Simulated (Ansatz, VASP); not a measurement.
Given: the input of a run of Ansatz 0.2.0 on BaS.

Contents of input:

```
crystal:
  lattice:
    - [0.0, 3.150585925, 3.150585925]
    - [3.150585925, 0.0, 3.150585925]
    - [3.150585925, 3.150585925, 0.0]
  atoms:
    - { symbol: Ba, position: [0.0, 0.0, 0.0] }
    - { symbol: S, position: [0.5, 0.5, 0.5] }
hamiltonian:
  xc: pbe0
  pseudopotentials: { kind: paw }
kpoints:
  mp_grid: { grid: [4, 4, 4] }
scf:
  occupations: { method: fermi_dirac, width: 0.05 }
output:
  forces: true
  stress: true
  eigenvalues: true
```

Translate it to VASP 6.6.1. Potentials there: VASP PAW PBE potentials, release 64 (Ba_sv, S).

As run (the cutoff follows the program's own potentials):

POSCAR

```
BaS
1.0
    0.0000000000      3.1505859250      3.1505859250
    3.1505859250      0.0000000000      3.1505859250
    3.1505859250      3.1505859250      0.0000000000
Ba S
1 1
Direct
    0.0000000000      0.0000000000      0.0000000000
    0.5000000000      0.5000000000      0.5000000000
```

INCAR.step1

```
SYSTEM = BaS
ALGO = Normal
EDIFF = 1E-5
ENCUT = 520
GGA = PE
ISIF = 2
ISMEAR = -1
LASPH = .True.
LCHARG = .False.
LREAL = .False.
LWAVE = .True.
NBANDS = 15
NELM = 100
PREC = Accurate
SIGMA = 0.05
```

The input INCAR.step2:

```
SYSTEM = BaS
AEXX = 0.25
ALGO = Normal
EDIFF = 1E-6
ENCUT = 520
GGA = PE
ISIF = 2
ISMEAR = -1
ISTART = 1
LASPH = .True.
LCHARG = .False.
LHFCALC = .True.
LREAL = .False.
LWAVE = .False.
NBANDS = 15
NELM = 100
PREC = Accurate
PRECFOCK = Normal
SIGMA = 0.05
```

KPOINTS

```
k-points
0
Gamma
  4 4 4
  0 0 0
```

Potentials or basis: VASP PAW PBE potentials, release 64 (Ba_sv, S).

Launch:

```sh
$ cat potpaw_PBE.64/Ba_sv/POTCAR potpaw_PBE.64/S/POTCAR > POTCAR
$ cp INCAR.step1 INCAR
$ mpirun -np 1 vasp_std > vasp.out
$ cp INCAR.step2 INCAR
$ mpirun -np 1 vasp_std > vasp.out
```

Both were run:

|  | VASP | Ansatz | Ansatz less VASP |
| --- | --- | --- | --- |
| gap on the k mesh at the Fermi level (eV) | 3.66 | 3.74 | +0.080 |
| least direct gap on the mesh (eV) | 3.80 | 3.85 | +0.049 |
| pressure (GPa) | 3.1 | 2.5 | -0.57 |

The k mesh is coarse, so the values compare programs but aren't converged. Spin-orbit coupling is off throughout.
